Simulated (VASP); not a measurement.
# BaTiO3 in VASP: single point with RPBE

Aim: the single point of BaTiO3 with RPBE.

Everything below comes from runs of VASP 6.6.1. Logs are shortened: lines on timing, memory, paths and dates and some standing lists are left out, and cuts for length are marked.

## Step 1: The cell of the first run

The typed cell holds 10 atoms: a = 3.966 Å, b = 5.916 Å, c = 6.011 Å, α = 89.92°, β = 90.00°, γ = 90.00°.

## Step 2: Single point, RPBE

Input file INCAR:

```
  ALGO = Normal
  EDIFF = 1E-6
  ENCUT = 520
  GGA = RP
  ISIF = 2
  ISMEAR = -1
  LASPH = T
  LCHARG = F
  LREAL = F
  LWAVE = F
  NBANDS = 51
  NELM = 60
  PREC = Accurate
  SIGMA = 0.05
```

Input file KPOINTS:

```
k-points
0
Gamma
  7 5 5
```

Input file POSCAR:

```
BaTiO3
1.0
    0.0000723659     -2.8041884886     -2.8045268004
   -4.1801825601      2.9603715093     -2.9601282923
    4.2478454868      3.0077797750     -3.0075934150
Ba Ti O
2 2 6
Direct
    0.0007304201      0.5001781370      0.4819131703
    1.0007369588      1.0001787269     -0.0181018898
    0.5006860864      0.0001905072      0.4644927483
    0.5006999495      0.5001932425      0.9644977492
    0.5007771345      0.2374778945      0.2688728237
    0.5007777092      0.7374786945      0.7688707388
    0.5007767872      0.7636178870      0.2690028997
    0.5007760364      0.2636192800      0.7690042127
    0.0008013367      0.0004227284      0.5176166666
    1.0007975811      0.5004229022      1.0176108806
```

Potentials or basis: VASP PAW PBE potentials, release 64 (Ba_sv, Ti_sv, O).

Started as:

```
$ cat potpaw_PBE.64/Ba_sv/POTCAR potpaw_PBE.64/Ti_sv/POTCAR potpaw_PBE.64/O/POTCAR > POTCAR
$ mpirun -np 1 vasp_std > vasp.out
```

OUTCAR:

```text
EDIFF = 1E-6
   ENCUT = 520
   GGA = RP
   ISIF = 2
   ISMEAR = -1
   LASPH = T
   LREAL = F
   NELM = 60
   PREC = Accurate

 ion  position               nearest neighbor table
   1  0.001  0.500  0.482-  10 2.79   5 2.83   7 2.83   5 2.83   7 2.83   9 2.96   9 2.97   8 2.98
                             8 2.98   6 2.98   6 2.98  10 3.22   4 3.51   4 3.51   3 3.56   3 3.56
   2  0.001  0.000  0.982-   9 2.79   6 2.83   8 2.83   6 2.83   8 2.83  10 2.96  10 2.97   7 2.98
                             7 2.98   5 2.98   5 2.98   9 3.22   3 3.51   3 3.51   4 3.56   4 3.56
   3  0.501  0.000  0.464-   7 1.83   5 1.83   9 2.01   9 2.01   6 2.40   8 2.41   2 3.51   2 3.51
                             1 3.56   1 3.56   1 3.56   1 3.56   2 3.69   2 3.69
   4  0.501  0.500  0.964-   8 1.83   6 1.83  10 2.01  10 2.01   5 2.40   7 2.41   1 3.51   1 3.51
                             2 3.56   2 3.56   2 3.56   2 3.56   1 3.69   1 3.69
   5  0.501  0.237  0.269-   3 1.83   4 2.40   1 2.83   1 2.83   2 2.98   2 2.98
   6  0.501  0.737  0.769-   4 1.83   3 2.40   2 2.83   2 2.83   1 2.98   1 2.98
   7  0.501  0.764  0.269-   3 1.83   4 2.41   1 2.83   1 2.83   2 2.98   2 2.98
   8  0.501  0.264  0.769-   4 1.83   3 2.41   2 2.83   2 2.83   1 2.98   1 2.98
   9  0.001  0.000  0.518-   3 2.01   3 2.01   2 2.79   1 2.96   1 2.97   2 3.22
  10  0.001  0.500  0.018-   4 2.01   4 2.01   1 2.79   2 2.96   2 2.97   1 3.22

  LATTYP: Found a triclinic cell.
 ALAT       =     7.1224267430
 B/A-ratio  =     0.5568271553
 C/A-ratio  =     0.8440056314
 COS(alpha) =     0.0000336530
 COS(beta)  =     0.0011921049
 COS(gamma) =     0.5568277542

  Lattice vectors:

 A1 = (   4.1801101942,  -0.1561830207,   5.7646550927)
 A2 = (  -0.0000723659,   2.8041884886,   2.8045268004)
 A3 = (  -4.2478454868,  -3.0077797750,   3.0075934150)

Analysis of symmetry for initial positions (statically):
=====================================================================
 Subroutine PRICEL returns:
 Original cell was already a primitive cell.

 Routine SETGRP: Setting up the symmetry group for a
 triclinic supercell.

 Subroutine GETGRP returns: Found  1 space group operations
 (whereof  1 operations were pure point group operations)
 out of a pool of  2 trial point group operations.

The static configuration has the point symmetry C_1 .

Analysis of symmetry for dynamics (positions and initial velocities):
=====================================================================
 Subroutine PRICEL returns:
 Original cell was already a primitive cell.

 Routine SETGRP: Setting up the symmetry group for a
 triclinic supercell.

 Subroutine GETGRP returns: Found  1 space group operations
 (whereof  1 operations were pure point group operations)
 out of a pool of  2 trial point group operations.

The dynamic configuration has the point symmetry C_1 .

 Subroutine INISYM returns: Found  1 space group operations
 (whereof  1 operations are pure point group operations),
 and found     1 'primitive' translations

----------------------------------------------------------------------------------------

                                     Primitive cell

  volume of cell :     141.0444

  direct lattice vectors                    reciprocal lattice vectors
     0.000072366 -2.804188489 -2.804526800    -0.000001275 -0.178287525 -0.178300373
    -4.180182560  2.960371509 -2.960128292    -0.119602464  0.084462615 -0.084455512
     4.247845487  3.007779775 -3.007593415     0.117716115  0.083120267 -0.083107202

  length of vectors
     3.965960622  5.916086985  6.011368281     0.252145721  0.169030814  0.166351644

  position of ions in fractional coordinates (direct lattice)
     0.000730420  0.500178137  0.481913170
     0.000736959  0.000178727  0.981898110
     0.500686086  0.000190507  0.464492748
     0.500699950  0.500193243  0.964497749
     0.500777134  0.237477895  0.268872824
     0.500777709  0.737478694  0.768870739
     0.500776787  0.763617887  0.269002900
     0.500776036  0.263619280  0.769004213
     0.000801337  0.000422728  0.517616667
     0.000797581  0.500422902  0.017610881

  ion indices of the primitive-cell ions
   primitive index   ion index
                 1           1
                 2           2
                 3           3
                 4           4
                 5           5
                 6           6
                 7           7
                 8           8
                 9           9
                10          10

----------------------------------------------------------------------------------------

 KPOINTS: k-points

Automatic generation of k-mesh.
 Grid dimensions read from file:
 generate k-points for:    7    5    5

 Generating k-lattice:

  Cartesian coordinates                     Fractional coordinates (reciprocal lattice)
    -0.000000182 -0.025469646 -0.025471482     0.142857143 -0.000000000 -0.000000000
    -0.023920493  0.016892523 -0.016891102     0.000000000  0.200000000 -0.000000000
     0.023543223  0.016624053 -0.016621440    -0.000000000 -0.000000000  0.200000000

  Length of vectors
     0.036020817  0.033806163  0.033270329

  Shift w.r.t. Gamma in fractional coordinates (k-lattice)
     0.000000000  0.000000000  0.000000000

 Subroutine IBZKPT returns following result:
 ===========================================

 Found     88 irreducible k-points:

 Following reciprocal coordinates:
            Coordinates               Weight
  0.000000  0.000000  0.000000      1.000000
  0.142857  0.000000 -0.000000      2.000000
  0.285714  0.000000 -0.000000      2.000000
  0.428571  0.000000  0.000000      2.000000
  0.000000  0.200000  0.000000      2.000000
  0.142857  0.200000  0.000000      2.000000
[... 16 lines left out ...]
 -0.428571  0.000000  0.200000      2.000000
 -0.285714  0.000000  0.200000      2.000000
 [... further k-points ...]
   k-points           NKPTS =     88   k-points in BZ     NKDIM =     88   number of bands    NBANDS=     51
   number of dos      NEDOS =    301   number of ions     NIONS =     10
   total plane-waves  NPLWV =  69120
   dimension x,y,z NGX =    30 NGY =   48 NGZ =   48
   dimension x,y,z NGXF=    60 NGYF=   96 NGZF=   96
   ions per type =               2   2   6
   NGX,Y,Z   is equivalent  to a cutoff of  12.58, 13.49, 13.27 a.u.
   NGXF,Y,Z  is equivalent  to a cutoff of  25.15, 26.98, 26.55 a.u.
 SYSTEM =  unknown system
   PREC   = accura    normal or accurate (medium, high low for compatibility)
   ISTART =      0    job   : 0-new  1-cont  2-samecut
   ICHARG =      2    charge: 1-file 2-atom 10-const
   ISPIN  =      1    spin polarized calculation?
   LNONCOLLINEAR =      F non collinear calculations
   LSORBIT =      F    spin-orbit coupling
   LASPH  =      T    aspherical Exc in radial PAW
   ENCUT  =  520.0 eV  38.22 Ry    6.18 a.u.   7.37 11.00 11.18*2*pi/ulx,y,z
   NELM   =     60;   NELMIN=  2; NELMDL= -5     # of ELM steps
   EDIFF  = 0.1E-05   stopping-criterion for ELM
   LREAL  =      F    real-space projection
   EDIFFG = 0.1E-04   stopping-criterion for IOM
   NSW    =      0    number of steps for IOM
   IBRION =     -1    ionic relax: 0-MD 1-quasi-New 2-CG
   NFREE  =      0    steps in history (QN), initial steepest desc. (CG)
   ISIF   =      2    stress and relaxation
   ISYM   =      2    0-nonsym 1-usesym 2-fastsym
   POTIM  = 0.5000    time-step for ionic-motion
   TEBEG  =    0.0;   TEEND  =   0.0 temperature during run
   PSTRESS=    0.0 pullay stress
   NELECT =      80.0000    total number of electrons
   NUPDOWN=      -1.0000    fix difference up-down
   EMIN   =  10.00;   EMAX   =-10.00  energy-range for DOS
   EFERMI =   0.00;   METHOD = LEGACY
   ISMEAR =    -1;   SIGMA  =   0.05  broadening in eV -4-tet -1-fermi 0-gaus
   EFERMI_NEDOS =   21; number of points for ismear=-14 and -15
   IALGO  =     38    algorithm
   IMIX   =      4    mixing-type and parameters
     AMIX     =   0.40;   BMIX     =  1.00
     AMIX_MAG =   1.60;   BMIX_MAG =  1.00
  volume/ion in A,a.u.               =      14.10        95.18
  Fermi-wavevector in a.u.,A,eV,Ry     =   1.355146  2.560855 24.986034  1.836422
  Thomas-Fermi vector in A             =   2.482258
   LORBIT       =      0    0 simple, 1 ext, 2 COOP (PROOUT), +10 PAW based schemes
   GGA     = RP    functional components
   LHFCALC =     F    Hartree Fock is set to
   AEXX    =    0.0000 exact exchange contribution
   IVDW    =     0    specifies the selected vdW correction
   LEPSILON=     F    determine dielectric tensor
   LRPA    =     F    only Hartree local field effects (RPA)
 non-spin polarized calculation
  energy-cutoff  :      520.00
  volume of cell :      141.04
 maximum number of plane-waves:      3833
 NGX is ok and might be reduce to    30
   NGX = 15   NGY = 21   NGZ = 23

 number of electron      79.9999981 magnetization

 Free energy of the ion-electron system (eV)
  ---------------------------------------------------
  ext. energy  EPLUGINS =         0.00000000
  ---------------------------------------------------
  free energy    TOTEN  =       -76.13878858 eV

  energy without entropy =      -76.13878858  energy(sigma->0) =      -76.13878858

 E-fermi :   4.4752     XC(G=0): -10.4812

 val. band max:        3.2345278240   @ k =   0.4286   0.0000   0.0000
 cond. band min:       5.9161766219   @ k =   0.0000   0.0000   0.0000
 fundamental gap:      2.6816487980
 Fermi energy:         4.4752387659

 k-point     1 :       0.0000    0.0000    0.0000
  band No.  band energies     occupation
      1     -53.1967      2.00000
      2     -53.1958      2.00000
      3     -29.4599      2.00000
      4     -29.4485      2.00000
      5     -29.4357      2.00000
      6     -29.4240      2.00000
[... 43 lines left out ...]
     50       8.3886      0.00000
     51       8.6574      0.00000
[... 1240 lines left out ...]
     50       9.6238      0.00000
     51       9.7019      0.00000

 [... further k-points ...]

------------------------ aborting loop because EDIFF is reached ----------------------------------------

  FORCE on cell =-STRESS in cart. coord.  units (eV):
  Direction    XX          YY          ZZ          XY          YZ          ZX
  --------------------------------------------------------------------------------------
  -------------------------------------------------------------------------------------
  Total        1.1215730      1.1172150      1.1172296     -0.0170601      0.0082288      0.0169967
  in kB       12.7403769     12.6908722     12.6910386     -0.1937928      0.0934742      0.1930724
  external PRESSURE =      12.7074292 kB  Pullay stress =       0.0000000 kB

 VOLUME and BASIS-vectors are now :
 -----------------------------------------------------------------------------
  energy-cutoff  :      520.00
  volume of cell :      141.04
      direct lattice vectors                 reciprocal lattice vectors
     0.000072366 -2.804188489 -2.804526800    -0.000001275 -0.178287525 -0.178300373
    -4.180182560  2.960371509 -2.960128292    -0.119602464  0.084462615 -0.084455512
     4.247845487  3.007779775 -3.007593415     0.117716115  0.083120267 -0.083107202

 POSITION                                       TOTAL-FORCE (eV/Angst)
 -----------------------------------------------------------------------------------
     -0.04374      2.92815     -2.93204         0.040571      0.029231     -0.029297
      4.17020      2.95180     -2.95575         0.040827      0.029545     -0.029431
      1.97233     -0.00636     -2.80176         0.058714      0.041616     -0.042121
      2.00617      2.97770     -5.78568         0.058655      0.041524     -0.041838
      0.14947      0.10746     -2.91607        -0.060468     -0.015404      0.015563
      0.18328      3.09153     -5.89993        -0.060368     -0.015414      0.015516
     -2.04934      1.66542     -4.47390        -0.021359     -0.043046      0.043222
      2.16467      1.68914     -4.49764        -0.021382     -0.042826      0.042900
      2.19699      1.55588     -1.56028        -0.017678     -0.012707      0.012827
     -2.01705      1.53217     -1.53652        -0.017511     -0.012519      0.012660
 -----------------------------------------------------------------------------------
    total drift:                               -0.000309     -0.000627     -0.000558

  FREE ENERGIE OF THE ION-ELECTRON SYSTEM (eV)
  ---------------------------------------------------
  free  energy   TOTEN  =       -76.1387885819 eV

  energy  without entropy=      -76.1387885819  energy(sigma->0) =      -76.13878858
```

Run time: 14 min. Hardware: 1 thread of Intel Xeon Platinum 8259CL at 2.50GHz (Skylake/Cascade Lake), shared host; peak memory 0.61 GiB.

Results:

| Quantity | Value |
| --- | --- |
| Free energy | -76.1388 eV |
| Pressure | 1.3 GPa |
| Largest force | 0.083 eV/Å |
| Band gap on the k mesh | 2.68 eV |

Forces on the atoms (eV/Å):
```
Ba   0.041  0.029 -0.029
Ba   0.041  0.030 -0.029
Ti   0.059  0.042 -0.042
Ti   0.059  0.042 -0.042
O   -0.060 -0.015  0.016
O   -0.060 -0.015  0.016
O   -0.021 -0.043  0.043
O   -0.021 -0.043  0.043
O   -0.018 -0.013  0.013
O   -0.018 -0.013  0.013
```

Levels at points of the mesh, in eV from the valence-band top:
```tsv
k point	band 36	band 37	band 38	band 39	band 40	band 41	band 42	band 43	band 44	band 45
(0.00, 0.00, 0.00)	-0.92	-0.83	-0.75	-0.62	-0.43	2.68	3.07	3.16	3.73	3.92
```

Caveat: the PAW data sets were made with another functional, which shifts forces and pressure a little; spin-orbit coupling is left out, which moves the levels of the heavy elements; an odd mesh through Γ misses points on the zone boundary, where band edges can lie.
